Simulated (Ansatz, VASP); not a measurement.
# One calculation of Sr, two programs

```xyz
8
Lattice="7.7033 0.0000 0.0000 0.0000 7.7033 0.0000 0.0000 0.0000 7.7033" Properties=species:S:1:pos:R:3 pbc="T T T"
Sr    0.0000    0.0000    7.7033
Sr    3.8516    3.8516    3.8516
Sr    1.9258    0.0000    3.8516
Sr    5.7774    7.7033    3.8516
Sr    3.8516    1.9258    7.7033
Sr    3.8516    5.7774    7.7033
Sr    0.0000    3.8516    1.9258
Sr    0.0000    3.8516    5.7774
```

Alike in both runs: functional BLYP; k mesh 4 × 4 × 4; occupations fermi-dirac, width 0.1 eV; no spin polarisation.

Ansatz relaxed the structure, and its values are those at the end. VASP's run is a single point on that final structure, the one shown.

|  | VASP | Ansatz |
| --- | --- | --- |
| version | VASP 6.6.1 | Ansatz 0.2.0 |
| potentials or method | VASP PAW PBE potentials, release 64 (Sr_sv), cutoff 520 eV | plane waves (420 eV) with PAW, scalar-relativistic |
| valence electrons in the cell | 80 | 80 |

|  | VASP | Ansatz | Ansatz less VASP |
| --- | --- | --- | --- |
| pressure (GPa) | 0.0 | 0.0 | 0.00 |

VASP's potentials were made for PBE, not for BLYP. The functional is the same, so the differences come from potentials, cutoffs and numerics.
